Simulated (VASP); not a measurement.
# Te2Mo in VASP: further runs

Te2Mo is run at these levels: PBE exchange alone; tasks: single point.

All numbers are computed with VASP 6.6.1; they aren't measurements. Logs are shortened: lines on timing, memory, paths and dates and some standing lists are left out, and cuts for length are marked.

## Step 1: The cell of the first run

The cell holds a slab with vacuum, 6 atoms: a = 6.232 Å, b = 3.409 Å, c = 35.437 Å, α = 90.00°, β = 90.14°, γ = 90.00°.

## Step 2: Single point, PBE exchange alone

The input, INCAR:

```
AGGAC    = 0.0          
ALDAC    = 0.0          
ALGO     = Normal         # electronic algorithm
EDIFF    = 1E-6           # SCF threshold, eV
ENCUT    = 520            # plane-wave cutoff, eV
GGA      = PE             # functional
ISIF     = 2              # what is computed and relaxed
ISMEAR   = -1             # smearing method
LASPH    = T              # aspherical terms in the spheres
LCHARG   = F              # write CHGCAR
LREAL    = F              # projectors in reciprocal space
LWAVE    = F              # write WAVECAR
NBANDS   = 35             # bands
NELM     = 60             # most SCF steps
PREC     = Accurate       # precision mode
SIGMA    = 0.05           # smearing width, eV
```

The input, KPOINTS:

```
k-points
0
Gamma
  4 8 1
```

The input, POSCAR:

```
Te2Mo
1.0
    6.2317438208      0.0000000000      0.0000000000
    0.0000000000      3.4093544903      0.0000000000
   -0.0839909111      0.0000000000     35.4373997734
Te Mo
4 2
Direct
    0.4292511000      0.7500000000      0.5407035800
    0.5707489000      0.2500000000      0.4592964200
    0.9208478700      0.2500000000      0.5565273200
    0.0791521300      0.7500000000      0.4434726800
    0.1813475600      0.2500000000      0.4974653700
    0.8186524400      0.7500000000      0.5025346300
```

Potentials or basis: VASP PAW PBE potentials, release 64 (Te, Mo_sv).

The run is started by

```bash
> cat potpaw_PBE.64/Te/POTCAR potpaw_PBE.64/Mo_sv/POTCAR > POTCAR
> mpirun -np 1 vasp_std > vasp.out
```

OUTCAR:

```text
EDIFF = 1E-6
   ENCUT = 520
   GGA = PE
   ISIF = 2
   ISMEAR = -1
   LASPH = T
   LREAL = F
   NELM = 60
   PREC = Accurate

 ion  position               nearest neighbor table
   1  0.429  0.750  0.541-   5 2.76   5 2.76   6 2.78   2 3.47   2 3.47   3 3.55   3 3.55   3 3.64
                             3 3.64
   2  0.571  0.250  0.459-   6 2.76   6 2.76   5 2.78   1 3.47   1 3.47   4 3.55   4 3.55   4 3.64
                             4 3.64
   3  0.921  0.250  0.557-   6 2.64   6 2.64   5 2.65   1 3.55   1 3.55   1 3.64   1 3.64
   4  0.079  0.750  0.443-   5 2.64   5 2.64   6 2.65   2 3.55   2 3.55   2 3.64   2 3.64
   5  0.181  0.250  0.497-   4 2.64   4 2.64   3 2.65   1 2.76   1 2.76   2 2.78   6 2.84   6 2.84

   6  0.819  0.750  0.503-   3 2.64   3 2.64   4 2.65   2 2.76   2 2.76   1 2.78   5 2.84   5 2.84

  LATTYP: Found a simple monoclinic cell.
 ALAT       =     6.2317438208
 B/A-ratio  =     0.5470947761
 C/A-ratio  =     5.6866104138
 COS(beta)  =    -0.0023701139

  Lattice vectors:

 A1 = (   6.2317438208,   0.0000000000,   0.0000000000)
 A2 = (   0.0000000000,   3.4093544903,   0.0000000000)
 A3 = (  -0.0839909111,   0.0000000000,  35.4373997734)

Analysis of symmetry for initial positions (statically):
=====================================================================
 Subroutine PRICEL returns:
 Original cell was already a primitive cell.

 Routine SETGRP: Setting up the symmetry group for a
 simple monoclinic supercell.

 Subroutine GETGRP returns: Found  4 space group operations
 (whereof  2 operations were pure point group operations)
 out of a pool of  4 trial point group operations.

The static configuration has the point symmetry S_2 .
 The point group associated with its full space group is C_2h.

Analysis of symmetry for dynamics (positions and initial velocities):
=====================================================================
 Subroutine PRICEL returns:
 Original cell was already a primitive cell.

 Routine SETGRP: Setting up the symmetry group for a
 simple monoclinic supercell.

 Subroutine GETGRP returns: Found  4 space group operations
 (whereof  2 operations were pure point group operations)
 out of a pool of  4 trial point group operations.

The dynamic configuration has the point symmetry S_2 .
 The point group associated with its full space group is C_2h.

 Subroutine INISYM returns: Found  4 space group operations
 (whereof  2 operations are pure point group operations),
 and found     1 'primitive' translations

----------------------------------------------------------------------------------------

                                     Primitive cell

  volume of cell :     752.9109

  direct lattice vectors                    reciprocal lattice vectors
     6.231743821  0.000000000  0.000000000     0.160468727  0.000000000  0.000380330
     0.000000000  3.409354490  0.000000000     0.000000000  0.293310655  0.000000000
    -0.083990911  0.000000000 35.437399773     0.000000000  0.000000000  0.028218775

  length of vectors
     6.231743821  3.409354490 35.437499308     0.160469178  0.293310655  0.028218775

  position of ions in fractional coordinates (direct lattice)
     0.429251100  0.750000000  0.540703580
     0.570748900  0.250000000  0.459296420
     0.920847870  0.250000000  0.556527320
     0.079152130  0.750000000  0.443472680
     0.181347560  0.250000000  0.497465370
     0.818652440  0.750000000  0.502534630

  ion indices of the primitive-cell ions
   primitive index   ion index
                 1           1
                 2           2
                 3           3
                 4           4
                 5           5
                 6           6

----------------------------------------------------------------------------------------

 KPOINTS: k-points

Automatic generation of k-mesh.
 Grid dimensions read from file:
 generate k-points for:    4    8    1

 Generating k-lattice:

  Cartesian coordinates                     Fractional coordinates (reciprocal lattice)
     0.040117182  0.000000000  0.000095083     0.250000000  0.000000000  0.000000000
     0.000000000  0.036663832  0.000000000     0.000000000  0.125000000  0.000000000
     0.000000000  0.000000000  0.028218775     0.000000000  0.000000000  1.000000000

  Length of vectors
     0.040117295  0.036663832  0.028218775

  Shift w.r.t. Gamma in fractional coordinates (k-lattice)
     0.000000000  0.000000000  0.000000000

 Subroutine IBZKPT returns following result:
 ===========================================

 Found     15 irreducible k-points:

 Following reciprocal coordinates:
            Coordinates               Weight
  0.000000  0.000000  0.000000      1.000000
  0.250000  0.000000 -0.000000      2.000000
  0.500000  0.000000 -0.000000      1.000000
  0.000000  0.125000  0.000000      2.000000
  0.250000  0.125000 -0.000000      4.000000
  0.500000  0.125000 -0.000000      2.000000
  0.000000  0.250000  0.000000      2.000000
  0.250000  0.250000 -0.000000      4.000000
  0.500000  0.250000 -0.000000      2.000000
  0.000000  0.375000  0.000000      2.000000
  0.250000  0.375000 -0.000000      4.000000
  0.500000  0.375000 -0.000000      2.000000
  0.000000  0.500000  0.000000      1.000000
  0.250000  0.500000 -0.000000      2.000000
  0.500000  0.500000 -0.000000      1.000000
   k-points           NKPTS =     15   k-points in BZ     NKDIM =     15   number of bands    NBANDS=     35
   number of dos      NEDOS =    301   number of ions     NIONS =      6
   total plane-waves  NPLWV = 362880
   dimension x,y,z NGX =    48 NGY =   28 NGZ =  270
   dimension x,y,z NGXF=    96 NGYF=   56 NGZF=  540
   ions per type =               4   2
   NGX,Y,Z   is equivalent  to a cutoff of  12.81, 13.65, 12.67 a.u.
   NGXF,Y,Z  is equivalent  to a cutoff of  25.61, 27.31, 25.33 a.u.
 SYSTEM =  unknown system
   PREC   = accura    normal or accurate (medium, high low for compatibility)
   ISTART =      0    job   : 0-new  1-cont  2-samecut
   ICHARG =      2    charge: 1-file 2-atom 10-const
   ISPIN  =      1    spin polarized calculation?
   LNONCOLLINEAR =      F non collinear calculations
   LSORBIT =      F    spin-orbit coupling
   LASPH  =      T    aspherical Exc in radial PAW
   ENCUT  =  520.0 eV  38.22 Ry    6.18 a.u.  11.59  6.34 65.89*2*pi/ulx,y,z
   NELM   =     60;   NELMIN=  2; NELMDL= -5     # of ELM steps
   EDIFF  = 0.1E-05   stopping-criterion for ELM
   LREAL  =      F    real-space projection
   EDIFFG = 0.1E-04   stopping-criterion for IOM
   NSW    =      0    number of steps for IOM
   IBRION =     -1    ionic relax: 0-MD 1-quasi-New 2-CG
   NFREE  =      0    steps in history (QN), initial steepest desc. (CG)
   ISIF   =      2    stress and relaxation
   ISYM   =      2    0-nonsym 1-usesym 2-fastsym
   POTIM  = 0.5000    time-step for ionic-motion
   TEBEG  =    0.0;   TEEND  =   0.0 temperature during run
   PSTRESS=    0.0 pullay stress
   NELECT =      52.0000    total number of electrons
   NUPDOWN=      -1.0000    fix difference up-down
   EMIN   =  10.00;   EMAX   =-10.00  energy-range for DOS
   EFERMI =   0.00;   METHOD = LEGACY
   ISMEAR =    -1;   SIGMA  =   0.05  broadening in eV -4-tet -1-fermi 0-gaus
   EFERMI_NEDOS =   21; number of points for ismear=-14 and -15
   IALGO  =     38    algorithm
   IMIX   =      4    mixing-type and parameters
     AMIX     =   0.40;   BMIX     =  1.00
     AMIX_MAG =   1.60;   BMIX_MAG =  1.00
  volume/ion in A,a.u.               =     125.49       846.82
  Fermi-wavevector in a.u.,A,eV,Ry     =   0.671678  1.269288  6.138295  0.451152
  Thomas-Fermi vector in A             =   1.747570
   LORBIT       =      0    0 simple, 1 ext, 2 COOP (PROOUT), +10 PAW based schemes
   GGA     = PE    functional components
   LHFCALC =     F    Hartree Fock is set to
   AEXX    =    0.0000 exact exchange contribution
   IVDW    =     0    specifies the selected vdW correction
   LEPSILON=     F    determine dielectric tensor
   LRPA    =     F    only Hartree local field effects (RPA)
 non-spin polarized calculation
  energy-cutoff  :      520.00
  volume of cell :      752.91
 maximum number of plane-waves:     20323
 NGX is ok and might be reduce to    48
   NGX = 23   NGY = 13   NGZ =131

 number of electron      52.0000000 magnetization

 Free energy of the ion-electron system (eV)
  ---------------------------------------------------
  ext. energy  EPLUGINS =         0.00000000
  ---------------------------------------------------
  free energy    TOTEN  =       -24.39848041 eV

  energy without entropy =      -24.39032469  energy(sigma->0) =      -24.39440255

 E-fermi :  -0.9325     XC(G=0):  -2.0834

 val. band max:       -1.0863692879   @ k =   0.0000   0.1250   0.0000
 cond. band min:      -0.9253454340   @ k =   0.0000   0.1250   0.0000
 fundamental gap:      0.1610238539
 Fermi energy:        -0.9324786608

 k-point     1 :       0.0000    0.0000    0.0000
  band No.  band energies     occupation
      1     -61.8350      2.00000
      2     -61.7597      2.00000
      3     -36.1646      2.00000
      4     -36.0831      2.00000
      5     -36.0320      2.00000
      6     -35.8832      2.00000
[... 27 lines left out ...]
     34       2.6036      0.00000
     35       2.6967      0.00000

 k-point     2 :       0.2500    0.0000   -0.0000
  band No.  band energies     occupation
      1     -61.8348      2.00000
      2     -61.7599      2.00000
      3     -36.1593      2.00000
      4     -36.0826      2.00000
      5     -36.0319      2.00000
      6     -35.8837      2.00000
[... 27 lines left out ...]
     34       2.6510      0.00000
     35       2.8026      0.00000
[... 454 lines left out ...]
     34       2.8181      0.00000
     35       4.1433      0.00000

 k-point    15 :       0.5000    0.5000   -0.0000
  band No.  band energies     occupation
      1     -61.7896      2.00000
      2     -61.7896      2.00000
      3     -36.2279      2.00000
      4     -36.2279      2.00000
      5     -35.9664      2.00000
      6     -35.9664      2.00000
[... 27 lines left out ...]
     34       2.7719      0.00000
     35       3.8386      0.00000

------------------------ aborting loop because EDIFF is reached ----------------------------------------

  FORCE on cell =-STRESS in cart. coord.  units (eV):
  Direction    XX          YY          ZZ          XY          YZ          ZX
  --------------------------------------------------------------------------------------
  -------------------------------------------------------------------------------------
  Total       20.0589965     19.6557374     17.3804488      0.0000000      0.0000000     -0.0469280
  in kB       42.6850884     41.8269622     36.9851998      0.0000000      0.0000000     -0.0998617
  external PRESSURE =      40.4990835 kB  Pullay stress =       0.0000000 kB

 VOLUME and BASIS-vectors are now :
 -----------------------------------------------------------------------------
  energy-cutoff  :      520.00
  volume of cell :      752.91
      direct lattice vectors                 reciprocal lattice vectors
     6.231743821  0.000000000  0.000000000     0.160468727  0.000000000  0.000380330
     0.000000000  3.409354490  0.000000000     0.000000000  0.293310655  0.000000000
    -0.083990911  0.000000000 35.437399773     0.000000000  0.000000000  0.028218775

 POSITION                                       TOTAL-FORCE (eV/Angst)
 -----------------------------------------------------------------------------------
      2.62957      2.55702     19.16113         0.123347     -0.000000      1.897212
      3.51818      0.85234     16.27627        -0.123347      0.000000     -1.897212
      5.69174      0.85234     19.72188        -0.076316     -0.000000      2.983422
      0.45601      2.55702     15.71552         0.076316      0.000000     -2.983422
      1.08833      0.85234     17.62888         0.539768     -0.000000      0.132398
      5.05942      2.55702     17.80852        -0.539768     -0.000000     -0.132398
 -----------------------------------------------------------------------------------
    total drift:                               -0.000000     -0.000000     -0.000000

  FREE ENERGIE OF THE ION-ELECTRON SYSTEM (eV)
  ---------------------------------------------------
  free  energy   TOTEN  =       -24.3984804053 eV

  energy  without entropy=      -24.3903246948  energy(sigma->0) =      -24.39440255
```

It took 7.4 min on 1 thread of Intel Xeon 6975P-C (Granite Rapids), shared host; peak memory 0.87 GiB.

Results:

- Free energy: -24.3985 eV
- Largest force: 2.984 eV/Å
- Band gap on the k mesh: zero (bands 26 and 27 overlap by 0.22 eV)

Forces on the atoms (eV/Å):
```
Te   0.123  0.000  1.897
Te  -0.123  0.000 -1.897
Te  -0.076  0.000  2.983
Te   0.076  0.000 -2.983
Mo   0.540  0.000  0.132
Mo  -0.540  0.000 -0.132
```

Levels at points of the mesh, in eV from the Fermi level:
| k point | band 23 | band 24 | band 25 | band 26 | band 27 | band 28 | band 29 | band 30 |
| --- | --- | --- | --- | --- | --- | --- | --- | --- |
| (0.00, 0.00, 0.00) | -1.04 | -0.63 | -0.33 | 0.23 | 0.69 | 1.16 | 1.83 | 2.22 |
| (0.50, 0.00, 0.00) | -1.35 | -0.87 | -0.84 | -0.70 | 0.11 | 1.23 | 1.51 | 1.93 |
| (0.00, 0.50, 0.00) | -1.68 | -1.68 | -1.45 | -1.45 | 1.27 | 1.27 | 1.56 | 1.56 |
| (0.50, 0.50, 0.00) | -1.78 | -1.78 | -0.85 | -0.85 | 1.19 | 1.19 | 2.01 | 2.01 |

Caveat: spin-orbit coupling is left out, which moves the levels of the heavy elements.

## Step 3: Single point, PBE exchange alone

This run uses another cell than the first one.

The input, INCAR:

```
PREC = Accurate ; ENCUT = 520
EDIFF = 1E-6 ; ISMEAR = -1
SIGMA = 0.05 ; LREAL = False
LASPH = True ; NELM = 100
ALGO = Normal ; ISIF = 2
LWAVE = False ; LCHARG = False
GGA = PE ; ALDAC = 0.0
AGGAC = 0.0 ; NBANDS = 35
```

The input, KPOINTS:

```
regular mesh
0
Gamma
  4 8 1
```

Changes to POSCAR since step 2:

```diff
@@ -2,5 +2,5 @@
 1.0
-    6.2317438208      0.0000000000      0.0000000000
-    0.0000000000      3.4093544903      0.0000000000
-   -0.0839909111      0.0000000000     35.4373997734
+    6.2756307866      0.0000000000      0.0000000000
+    0.0000000000      3.4333648200      0.0000000000
+   -0.0845824159      0.0000000000     35.6869671492
 Te Mo
```

Potentials or basis: VASP PAW PBE potentials, release 64 (Te, Mo_sv).

The run is started by

```bash
> cat potpaw_PBE.64/Te/POTCAR potpaw_PBE.64/Mo_sv/POTCAR > POTCAR
> mpirun -np 1 vasp_std > vasp.out
```

It took 8.6 min on 1 thread of Intel Xeon 6975P-C (Granite Rapids), shared host; peak memory 0.89 GiB.

Results (log left out):

```
Free energy            : -24.7746 eV
Largest force          : 2.555 eV/Å
Band gap on the k mesh : zero (bands 26 and 27 overlap by 0.20 eV)
```

Forces in eV/Å, atoms in the order of the input:
```
Te   0.096  0.000  1.645
Te  -0.096  0.000 -1.645
Te  -0.065  0.000  2.554
Te   0.065  0.000 -2.554
Mo   0.444  0.000  0.106
Mo  -0.444  0.000 -0.106
```

Levels at points of the mesh, in eV from the Fermi level:
```
           k point  band 23  band 24  band 25  band 26  band 27  band 28  band 29  band 30
(0.00, 0.00, 0.00)    -1.01    -0.62    -0.32     0.21     0.68     1.12     1.78     2.18
(0.50, 0.00, 0.00)    -1.32    -0.84    -0.82    -0.68     0.12     1.18     1.48     1.88
(0.00, 0.50, 0.00)    -1.65    -1.65    -1.42    -1.42     1.24     1.24     1.52     1.52
(0.50, 0.50, 0.00)    -1.75    -1.75    -0.84    -0.84     1.16     1.16     1.97     1.97
```

Caveat: spin-orbit coupling is left out, which moves the levels of the heavy elements.
